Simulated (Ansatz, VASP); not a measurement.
## Two plane-wave programs on MoRu3W

```
CELL_PARAMETERS angstrom
4.53300 0.00000 0.00000
0.00000 4.53300 0.00000
0.00000 0.00000 4.53300
ATOMIC_POSITIONS crystal
Mo 0.50000 0.50000 0.50000
Ru 0.00000 0.50000 0.50000
Ru 0.50000 0.00000 0.50000
Ru 0.50000 0.50000 0.00000
W 0.00000 0.00000 0.00000
```

Change from the starting cell: species swapped into the Sc3SnB type (Pm-3m, No. 221).

Alike in both runs: task relaxation of cell and atoms; functional PBE; k mesh 8 × 8 × 8; occupations gaussian, width 0.1 eV; no spin polarisation.

|  | VASP | Ansatz |
| --- | --- | --- |
| version | VASP 6.6.1 | Ansatz 0.2.0 |
| potentials or method | VASP PAW PBE potentials, release 64 (Mo_sv, Ru_pv, W_sv), cutoff 600 eV | scalar-relativistic, plane waves, PAW |
| valence electrons in the cell | 70 | 76 |

|  | VASP | Ansatz | Ansatz less VASP |
| --- | --- | --- | --- |
| gap on the k mesh at the Fermi level, each at its own relaxed structure (eV) | none | none | - |
| relaxed volume (Å³/atom) | 18.65 | 18.58 | -0.070 |
| relaxed cell length with the largest relative difference (Å) | 4.534 | 4.529 | -0.0057 |

A gap of «none» marks a metal or a gap that the smearing closes. VASP's potentials hold 70 valence electrons a cell and Ansatz's 76, so a difference there can come from the potentials and not from the codes.

Neither program's run includes spin-orbit coupling.
